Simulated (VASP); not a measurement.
Wanted: the native input for a VASP 6.6.1 run.

- Task: single point
- Functional: PBE
- Dispersion: D3(BJ)
- Potentials or basis: VASP PAW PBE potentials, release 64 (Si, N_h)
- Cutoff: 1000 eV
- k mesh: 7 × 5 × 1
- Occupations: gaussian, width 0.05 eV
- Spin: no spin polarisation
- Dipole correction: yes
- Further INCAR settings: ALGO = Normal; EDIFF = 1e-06; NBANDS = 27; NELMDL = -8

The structure of Si3N lies in POSCAR:

```
Si3N
1.0
    3.8333442755      0.0000000000      0.0000000000
    0.0000000000      5.4211674636      0.0000000000
    0.0000000000      0.0000000000     22.4877586337
Si N
6 2
Direct
    0.5000000000      0.0000000000      0.1778745523
    0.0000000000      0.2500000000      0.1778745523
    0.0000000000      0.5038839981      0.2608672216
    0.5000000000      0.7461160019      0.2608672216
    0.5000000000      0.0086033066      0.3418641564
    0.0000000000      0.2413966934      0.3418641564
    0.5000000000      0.0086033066      0.4797169344
    0.5000000000      0.0086033066      0.5286324363
```

These files were run (other wordings do the same):

INCAR

```
ALGO = Normal
DIPOL = 0.5 0.5 0.321
EDIFF = 1E-6
ENCUT = 1000
GGA = PE
GGA_COMPAT = False
IDIPOL = 3
ISIF = 2
ISMEAR = 0
IVDW = 12
LASPH = True
LCHARG = False
LDIPOL = True
LREAL = False
LWAVE = False
NBANDS = 27
NELM = 120
NELMDL = -8
PREC = Accurate
SIGMA = 0.05
```

KPOINTS

```
k-points
0
Gamma
  7 5 1
```

Potentials or basis: VASP PAW PBE potentials, release 64 (Si, N_h).

Run with:

```sh
$ cat potpaw_PBE.64/Si/POTCAR potpaw_PBE.64/N_h/POTCAR > POTCAR
$ mpirun -np 1 vasp_std > vasp.out
```

It gave:

```yaml
Largest_force: 0.575 eV/Å
Band_gap_on_the_k_mesh: zero (bands 17 and 18 overlap by 0.29 eV)
Dispersion_energy_per_atom: -0.205 eV
```

Wall time 20 min on 1 thread of Intel(R) Xeon(R) Platinum 8259CL CPU @ 2.50GHz (Skylake/Cascade Lake), on a shared host, peak memory 1.1 GiB.
